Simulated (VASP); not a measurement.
# TiO2 (Cmcm) in VASP: further runs

TiO2 is run at these levels: PBE+D3(BJ), PBEsol, PBE; tasks: single point.

All numbers are computed with VASP 6.6.1; they aren't measurements. Logs are shortened: lines on timing, memory, paths and dates and some standing lists are left out, and cuts for length are marked.

## 1. The cell of the first run

It takes space group Cmcm (No. 63, orthorhombic). Conventional cell: a = 2.922 Å, b = 9.370 Å, c = 10.139 Å, α = 90.00°, β = 90.00°, γ = 90.00°. Within 2.4 Å of Ti (site symmetry m) lie 6 O at 1.81 to 2.18 Å. O (site symmetry 2/m) has 4 Ti at 2.10 Å and 2 O at 2.64 Å within 2.8 Å. O (site symmetry m2m) has 2 Ti at 1.81 Å within 2.4 Å. Within 2.5 Å of O (site symmetry m) lie 3 Ti at 1.88 to 2.18 Å.

## 2. Single point, PBE+D3(BJ)

Input file INCAR:

```
SYSTEM = TiO2
PREC = Accurate ; ENCUT = 520
EDIFF = 1E-6 ; ISMEAR = -1
SIGMA = 0.05 ; LREAL = .False.
LASPH = .True. ; NELM = 80
ALGO = Normal ; ISIF = 2
LWAVE = .False. ; LCHARG = .False.
GGA = PE ; IVDW = 12
NBANDS = 60
```

Input file KPOINTS:

```
Automatic mesh
0
Gamma
  9 9 3
  0 0 0
```

Input file POSCAR:

```
TiO2
1.0
    1.4608638666     -4.6851049107      0.0000000000
    1.4608638666      4.6851049107      0.0000000000
    0.0000000000      0.0000000000     10.1388660151
Ti O
4 8
Direct
    0.8667092654      0.1332907346      0.5846564037
    0.1332907346      0.8667092654      0.4153435963
    0.8667092654      0.1332907346      0.9153435963
    0.1332907346      0.8667092654      0.0846564037
    0.5000000000      0.5000000000      0.5000000000
    0.5000000000      0.5000000000      0.0000000000
    0.9404251221      0.0595748779      0.7500000000
    0.0595748779      0.9404251221      0.2500000000
    0.7574873441      0.2425126559      0.1048051949
    0.2425126559      0.7574873441      0.8951948051
    0.2425126559      0.7574873441      0.6048051949
    0.7574873441      0.2425126559      0.3951948051
```

Potentials or basis: VASP PAW PBE potentials, release 64 (Ti_sv, O).

Command:

```bash
cat potpaw_PBE.64/Ti_sv/POTCAR potpaw_PBE.64/O/POTCAR > POTCAR
mpirun -np 1 vasp_std > vasp.out
```

OUTCAR:

```text
SYSTEM = TiO2
   PREC = Accurate
   ENCUT = 520
   EDIFF = 1E-6
   ISMEAR = -1
   LREAL = .False.
   LASPH = .True.
   NELM = 80
   ISIF = 2
   GGA = PE
   IVDW = 12
 IVDW          = 12

 ion  position               nearest neighbor table
   1  0.867  0.133  0.585-   7 1.81  11 1.88  11 1.88   5 2.10   5 2.10  12 2.18
   2  0.133  0.867  0.415-   8 1.81  12 1.88  12 1.88   5 2.10   5 2.10  11 2.18
   3  0.867  0.133  0.915-   7 1.81  10 1.88  10 1.88   6 2.10   6 2.10   9 2.18
   4  0.133  0.867  0.085-   8 1.81   9 1.88   9 1.88   6 2.10   6 2.10  10 2.18
   5  0.500  0.500  0.500-   2 2.10   1 2.10   2 2.10   1 2.10
   6  0.500  0.500  0.000-   4 2.10   3 2.10   4 2.10   3 2.10
   7  0.940  0.060  0.750-   1 1.81   3 1.81
   8  0.060  0.940  0.250-   2 1.81   4 1.81
   9  0.757  0.243  0.105-   4 1.88   4 1.88   3 2.18
  10  0.243  0.757  0.895-   3 1.88   3 1.88   4 2.18
  11  0.243  0.757  0.605-   1 1.88   1 1.88   2 2.18
  12  0.757  0.243  0.395-   2 1.88   2 1.88   1 2.18

  LATTYP: Found a base centered orthorhombic cell.
 ALAT       =     2.9217277332
 B/A-ratio  =     3.2070783718
 C/A-ratio  =     3.4701611310

  Lattice vectors:

 A1 = (   1.4608638666,  -4.6851049107,   0.0000000000)
 A2 = (   1.4608638666,   4.6851049107,   0.0000000000)
 A3 = (   0.0000000000,   0.0000000000,  10.1388660151)

Analysis of symmetry for initial positions (statically):
=====================================================================
 Subroutine PRICEL returns:
 Original cell was already a primitive cell.

 Routine SETGRP: Setting up the symmetry group for a
 base centered orthorhombic supercell.

 Subroutine GETGRP returns: Found  8 space group operations
 (whereof  4 operations were pure point group operations)
 out of a pool of  8 trial point group operations.

The static configuration has the point symmetry C_2h.
 The point group associated with its full space group is D_2h.

Analysis of symmetry for dynamics (positions and initial velocities):
=====================================================================
 Subroutine PRICEL returns:
 Original cell was already a primitive cell.

 Routine SETGRP: Setting up the symmetry group for a
 base centered orthorhombic supercell.

 Subroutine GETGRP returns: Found  8 space group operations
 (whereof  4 operations were pure point group operations)
 out of a pool of  8 trial point group operations.

The dynamic configuration has the point symmetry C_2h.
 The point group associated with its full space group is D_2h.

 Subroutine INISYM returns: Found  8 space group operations
 (whereof  4 operations are pure point group operations),
 and found     1 'primitive' translations

----------------------------------------------------------------------------------------

                                     Primitive cell

  volume of cell :     138.7869

  direct lattice vectors                    reciprocal lattice vectors
     1.460863867 -4.685104911  0.000000000     0.342263240 -0.106721196  0.000000000
     1.460863867  4.685104911  0.000000000     0.342263240  0.106721196  0.000000000
     0.000000000  0.000000000 10.138866015     0.000000000  0.000000000  0.098630360

  length of vectors
     4.907578961  4.907578961 10.138866015     0.358515745  0.358515745  0.098630360

  position of ions in fractional coordinates (direct lattice)
     0.866709265  0.133290735  0.584656404
     0.133290735  0.866709265  0.415343596
     0.866709265  0.133290735  0.915343596
     0.133290735  0.866709265  0.084656404
     0.500000000  0.500000000  0.500000000
     0.500000000  0.500000000  0.000000000
     0.940425122  0.059574878  0.750000000
     0.059574878  0.940425122  0.250000000
     0.757487344  0.242512656  0.104805195
     0.242512656  0.757487344  0.895194805
     0.242512656  0.757487344  0.604805195
     0.757487344  0.242512656  0.395194805

  ion indices of the primitive-cell ions
   primitive index   ion index
                 1           1
                 2           2
                 3           3
                 4           4
                 5           5
                 6           6
                 7           7
                 8           8
                 9           9
                10          10
                11          11
                12          12

----------------------------------------------------------------------------------------

 KPOINTS: Automatic mesh

Automatic generation of k-mesh.
 Grid dimensions read from file:
 generate k-points for:    9    9    3

 Generating k-lattice:

  Cartesian coordinates                     Fractional coordinates (reciprocal lattice)
     0.038029249 -0.011857911  0.000000000     0.111111111  0.000000000  0.000000000
     0.038029249  0.011857911  0.000000000     0.000000000  0.111111111  0.000000000
     0.000000000  0.000000000  0.032876787     0.000000000  0.000000000  0.333333333

  Length of vectors
     0.039835083  0.039835083  0.032876787

  Shift w.r.t. Gamma in fractional coordinates (k-lattice)
     0.000000000  0.000000000  0.000000000

 Subroutine IBZKPT returns following result:
 ===========================================

 Found     50 irreducible k-points:

 Following reciprocal coordinates:
            Coordinates               Weight
  0.000000  0.000000  0.000000      1.000000
  0.111111 -0.000000  0.000000      4.000000
  0.222222 -0.000000  0.000000      4.000000
  0.333333 -0.000000  0.000000      4.000000
  0.444444 -0.000000  0.000000      4.000000
  0.111111  0.111111  0.000000      2.000000
[... 16 lines left out ...]
 -0.333333  0.333333  0.000000      2.000000
  0.444444  0.444444  0.000000      2.000000
 [... further k-points ...]
   k-points           NKPTS =     50   k-points in BZ     NKDIM =     50   number of bands    NBANDS=     60
   number of dos      NEDOS =    301   number of ions     NIONS =     12
   total plane-waves  NPLWV = 103680
   dimension x,y,z NGX =    36 NGY =   36 NGZ =   80
   dimension x,y,z NGXF=    72 NGYF=   72 NGZF=  160
   ions per type =               4   8
   NGX,Y,Z   is equivalent  to a cutoff of  12.20, 12.20, 13.12 a.u.
   NGXF,Y,Z  is equivalent  to a cutoff of  24.39, 24.39, 26.24 a.u.
 SYSTEM =  TiO2
   PREC   = accura    normal or accurate (medium, high low for compatibility)
   ISTART =      0    job   : 0-new  1-cont  2-samecut
   ICHARG =      2    charge: 1-file 2-atom 10-const
   ISPIN  =      1    spin polarized calculation?
   LNONCOLLINEAR =      F non collinear calculations
   LSORBIT =      F    spin-orbit coupling
   LASPH  =      T    aspherical Exc in radial PAW
   ENCUT  =  520.0 eV  38.22 Ry    6.18 a.u.   9.12  9.12 18.85*2*pi/ulx,y,z
   NELM   =     80;   NELMIN=  2; NELMDL= -5     # of ELM steps
   EDIFF  = 0.1E-05   stopping-criterion for ELM
   LREAL  =      F    real-space projection
   EDIFFG = 0.1E-04   stopping-criterion for IOM
   NSW    =      0    number of steps for IOM
   IBRION =     -1    ionic relax: 0-MD 1-quasi-New 2-CG
   NFREE  =      0    steps in history (QN), initial steepest desc. (CG)
   ISIF   =      2    stress and relaxation
   ISYM   =      2    0-nonsym 1-usesym 2-fastsym
   POTIM  = 0.5000    time-step for ionic-motion
   TEBEG  =    0.0;   TEEND  =   0.0 temperature during run
   PSTRESS=    0.0 pullay stress
   NELECT =      96.0000    total number of electrons
   NUPDOWN=      -1.0000    fix difference up-down
   EMIN   =  10.00;   EMAX   =-10.00  energy-range for DOS
   EFERMI =   0.00;   METHOD = LEGACY
   ISMEAR =    -1;   SIGMA  =   0.05  broadening in eV -4-tet -1-fermi 0-gaus
   EFERMI_NEDOS =   21; number of points for ismear=-14 and -15
   IALGO  =     38    algorithm
   IMIX   =      4    mixing-type and parameters
     AMIX     =   0.40;   BMIX     =  1.00
     AMIX_MAG =   1.60;   BMIX_MAG =  1.00
  volume/ion in A,a.u.               =      11.57        78.05
  Fermi-wavevector in a.u.,A,eV,Ry     =   1.447824  2.735991 28.520454  2.096194
  Thomas-Fermi vector in A             =   2.565735
   LORBIT       =      0    0 simple, 1 ext, 2 COOP (PROOUT), +10 PAW based schemes
   GGA     = PE    functional components
   LHFCALC =     F    Hartree Fock is set to
   AEXX    =    0.0000 exact exchange contribution
   IVDW    =    12    specifies the selected vdW correction
   LEPSILON=     F    determine dielectric tensor
   LRPA    =     F    only Hartree local field effects (RPA)
 non-spin polarized calculation
  energy-cutoff  :      520.00
  volume of cell :      138.79
 maximum number of plane-waves:      3786
   NGX = 19   NGY = 19   NGZ = 37

 number of electron      96.0000011 magnetization

 Free energy of the ion-electron system (eV)
  ---------------------------------------------------
  ext. energy  EPLUGINS =         0.00000000
  ---------------------------------------------------
  free energy    TOTEN  =      -105.95160594 eV

  energy without entropy =     -105.95160594  energy(sigma->0) =     -105.95160594

 E-fermi :   4.2057     XC(G=0): -10.6336

 val. band max:        2.9200419067   @ k =   0.4444   0.4444   0.3333
 cond. band min:       5.5359872241   @ k =  -0.4444   0.4444   0.0000
 fundamental gap:      2.6159453174
 Fermi energy:         4.2056671181

 k-point     1 :       0.0000    0.0000    0.0000
  band No.  band energies     occupation
      1     -53.2015      2.00000
      2     -53.1957      2.00000
      3     -53.1683      2.00000
      4     -53.1624      2.00000
      5     -29.6526      2.00000
      6     -29.6290      2.00000
[... 52 lines left out ...]
     59       7.3001      0.00000
     60       7.7078      0.00000

 k-point     2 :       0.1111   -0.0000    0.0000
  band No.  band energies     occupation
      1     -53.1953      2.00000
      2     -53.1895      2.00000
      3     -53.1638      2.00000
      4     -53.1580      2.00000
      5     -29.6415      2.00000
      6     -29.6159      2.00000
[... 1383 lines left out ...]
      4     -53.1712      2.00000
      5     -29.6358      2.00000
      6     -29.5847      2.00000
[... 52 lines left out ...]
     59       7.5739      0.00000
     60       7.6199      0.00000

 [... further k-points ...]

------------------------ aborting loop because EDIFF is reached ----------------------------------------

 Edisp (eV)   -2.63007

 E8    (eV) :    -1.0363

  FORCE on cell =-STRESS in cart. coord.  units (eV):
  Direction    XX          YY          ZZ          XY          YZ          ZX
  --------------------------------------------------------------------------------------
  -------------------------------------------------------------------------------------
  Total       0.69876     0.50731     0.62520     0.00000     0.00000     0.00000
  in kB       8.06655     5.85650     7.21739     0.00000     0.00000     0.00000
  external pressure =        7.05 kB  Pullay stress =        0.00 kB

 VOLUME and BASIS-vectors are now :
 -----------------------------------------------------------------------------
  energy-cutoff  :      520.00
  volume of cell :      138.79
      direct lattice vectors                 reciprocal lattice vectors
     1.460863867 -4.685104911  0.000000000     0.342263240 -0.106721196  0.000000000
     1.460863867  4.685104911  0.000000000     0.342263240  0.106721196  0.000000000
     0.000000000  0.000000000 10.138866015     0.000000000  0.000000000  0.098630360

 POSITION                                       TOTAL-FORCE (eV/Angst)
 -----------------------------------------------------------------------------------
      1.46086     -3.43614      5.92775         0.000000     -0.057697     -0.074474
      1.46086      3.43614      4.21111         0.000000      0.057697      0.074474
      1.46086     -3.43614      9.28055         0.000000     -0.057697      0.074474
      1.46086      3.43614      0.85832         0.000000      0.057697     -0.074474
      1.46086      0.00000      5.06943         0.000000      0.000000      0.000000
      1.46086      0.00000      0.00000        -0.000000      0.000000      0.000000
      1.46086     -4.12688      7.60415         0.000000     -0.058674      0.000000
      1.46086      4.12688      2.53472         0.000000      0.058674      0.000000
      1.46086     -2.41271      1.06261         0.000000     -0.082975      0.028684
      1.46086      2.41271      9.07626         0.000000      0.082975     -0.028684
      1.46086      2.41271      6.13204         0.000000      0.082975      0.028684
      1.46086     -2.41271      4.00683         0.000000     -0.082975     -0.028684
 -----------------------------------------------------------------------------------
    total drift:                                0.000000     -0.000000      0.000000

  FREE ENERGIE OF THE ION-ELECTRON SYSTEM (eV)
  ---------------------------------------------------
  free  energy   TOTEN  =      -108.5816777022 eV

  energy  without entropy=     -108.5816777022  energy(sigma->0) =     -108.58167770
```

It took 11 min on 1 thread of Intel Xeon Platinum 8375C at 2.90GHz (Ice Lake), shared host; peak memory 0.51 GiB.

Results:

| Quantity | Value |
| --- | --- |
| Free energy | -108.5817 eV |
| Pressure | 0.7 GPa |
| Largest force | 0.094 eV/Å |
| Band gap on the k mesh | 2.62 eV, indirect (least direct gap 2.70 eV) |
| Dispersion energy per atom | -0.219 eV |

Forces in eV/Å, atoms in the order of the input:
```
Ti   0.000 -0.058 -0.074
Ti   0.000  0.058  0.074
Ti   0.000 -0.058  0.074
Ti   0.000  0.058 -0.074
O    0.000  0.000  0.000
O    0.000  0.000  0.000
O    0.000 -0.059  0.000
O    0.000  0.059  0.000
O    0.000 -0.083  0.029
O    0.000  0.083 -0.029
O    0.000  0.083  0.029
O    0.000 -0.083 -0.029
```

## 3. Single point, PBEsol

This run uses another cell than the first one, of 11.50 Å³/atom, 0.994 times its volume.

Input file INCAR:

```
SYSTEM = TiO2
  PREC = Accurate
  ENCUT = 520
  EDIFF = 1E-6
  ISMEAR = -1
  SIGMA = 0.05
  LREAL = .False.
  LASPH = .True.
  NELM = 60
  ALGO = Normal
  ISIF = 2
  LWAVE = .False.
  LCHARG = .False.
  GGA = PS
  NBANDS = 60
```

Input file KPOINTS:

```
regular mesh
0
Gamma
  9 9 3
  0 0 0
```

Input file POSCAR:

```
TiO2
1.0
    1.4554143881     -4.6977408858      0.0000000000
    1.4554143881      4.6977408858      0.0000000000
    0.0000000000      0.0000000000     10.0899962433
Ti O
4 8
Direct
    0.8664640104      0.1335359896      0.5832939805
    0.1335359896      0.8664640104      0.4167060195
    0.8664640104      0.1335359896      0.9167060195
    0.1335359896      0.8664640104      0.0832939805
    0.5000000000      0.5000000000      0.5000000000
    0.5000000000      0.5000000000      0.0000000000
    0.9367337949      0.0632662051      0.7500000000
    0.0632662051      0.9367337949      0.2500000000
    0.7567283438      0.2432716562      0.1036041688
    0.2432716562      0.7567283438      0.8963958312
    0.2432716562      0.7567283438      0.6036041688
    0.7567283438      0.2432716562      0.3963958312
```

Potentials or basis: VASP PAW PBE potentials, release 64 (Ti_sv, O).

Command:

```bash
cat potpaw_PBE.64/Ti_sv/POTCAR potpaw_PBE.64/O/POTCAR > POTCAR
mpirun -np 1 vasp_std > vasp.out
```

It took 14 min on 1 thread of Intel Xeon 6975P-C, shared host; peak memory 0.55 GiB.

The run converged. Its results:

| Property | Result |
| --- | --- |
| Free energy | -110.6859 eV |
| Pressure | 0.7 GPa |
| Largest force | 0.091 eV/Å |
| Band gap on the k mesh | 2.58 eV, indirect (least direct gap 2.67 eV) |

Forces in eV/Å, atoms in the order of the input:
```
Ti   0.000 -0.059 -0.070
Ti   0.000  0.059  0.070
Ti   0.000 -0.059  0.070
Ti   0.000  0.059 -0.070
O    0.000  0.000  0.000
O    0.000  0.000  0.000
O    0.000 -0.057  0.000
O    0.000  0.057  0.000
O    0.000 -0.079  0.032
O    0.000  0.079 -0.032
O    0.000  0.079  0.032
O    0.000 -0.079 -0.032
```

Stress tensor (GPa, compression positive):
```
0.84 0.00 0.00
0.00 0.60 0.00
0.00 0.00 0.76
```

Levels at points of the mesh, in eV from the valence-band top:
| k point | band 46 | band 47 | band 48 | band 49 | band 50 | band 51 |
| --- | --- | --- | --- | --- | --- | --- |
| (0.00, 0.00, 0.00) | -0.39 | -0.18 | -0.12 | 2.86 | 2.87 | 3.15 |

Caveat: the PAW data sets were made with another functional, which shifts forces and pressure a little. A k mesh can miss the band edges.

(Part 1 of 2 ends here.)
